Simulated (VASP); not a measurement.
Crystal: Cd.

```
Cd
1.0
     2.97887    0.00000    0.00000
    -1.48944    2.57978    0.00000
     0.00000    0.00000    5.61765
Cd
2
Direct
  0.33333 0.66667 0.25000
  0.66667 0.33333 0.75000
```

| Quantity | Value |
| --- | --- |
| Program | VASP 6.6.1 |
| Task | relaxation of cell and atoms |
| Functional | LDA |
| Potentials or basis | VASP PAW LDA potentials, release 64 (Cd) |
| Cutoff | 600 eV |
| k mesh | 18 × 18 × 8 |
| Occupations | methfessel-paxton, width 0.05 eV |
| Spin | no spin polarisation |

At the start: pressure -4.1 GPa; volume 21.59 Å³/atom.

Task: Where does the relaxation end?

Result: Over 3 steps the energy falls by 19.2 meV/atom and the volume is 20.23 Å³/atom (-6.3 %); space group P6_3/mmc (No. 194, to 0.05 Å).

Step by step:
```csv
step,energy change (eV),largest force (eV/Å),pressure (GPa),volume (Å³)
1,0.0000,0.0000,-4.08,43.17
2,-0.0358,0.0000,1.29,39.83
3,-0.0384,0.0000,0.00,40.46
```

Final structure:
```
Cd
1.0
     2.90775    0.00000    0.00000
    -1.45387    2.51818    0.00000
     0.00000    0.00000    5.52544
Cd
2
Direct
  0.33333 0.66667 0.25000
  0.66667 0.33333 0.75000
```
